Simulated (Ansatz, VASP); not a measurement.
**ScPdC6N6: VASP beside Ansatz**

```
Sc Pd C N
1.0
     0.00000    5.46197    5.46197
     5.46197    0.00000    5.46197
     5.46197    5.46197    0.00000
Sc Pd C N
1 1 6 6
Cartesian
  5.4620 5.4620 5.4620
  0.0000 0.0000 0.0000
  2.0980 5.4620 5.4620
  5.4620 2.0980 5.4620
  5.4620 5.4620 2.0980
  8.8259 5.4620 5.4620
  5.4620 8.8259 5.4620
  5.4620 5.4620 8.8259
  3.2640 5.4620 5.4620
  5.4620 3.2640 5.4620
  5.4620 5.4620 3.2640
  7.6600 5.4620 5.4620
  5.4620 7.6600 5.4620
  5.4620 5.4620 7.6600
```

Alike in both runs: functional PBE; k mesh 4 × 4 × 4; occupations gaussian, width 0.1 eV; no spin polarisation.

Ansatz relaxed the structure, and its values are those at the end. VASP's run is a single point on that final structure, the one shown.

|  | VASP | Ansatz |
| --- | --- | --- |
| version | VASP 6.6.1 | Ansatz 0.2.0 |
| potentials or method | VASP PAW PBE potentials, release 64 (Sc_sv, Pd_sv_GW, C_h, N_h), cutoff 1330 eV | scalar-relativistic, plane waves, PAW |
| valence electrons in the cell | 83 | 83 |

```tsv
	VASP	Ansatz	Ansatz less VASP
gap on the k mesh at the Fermi level (eV)	none	none	-
pressure (GPa)	0.1	0.1	-0.01
rms of the force components (eV/Å)	0.014	0.003	-0.0112
```

A gap of «none» marks a metal or a gap that the smearing closes. With one functional, cell and mesh, what is left measures potentials, basis and numerics.
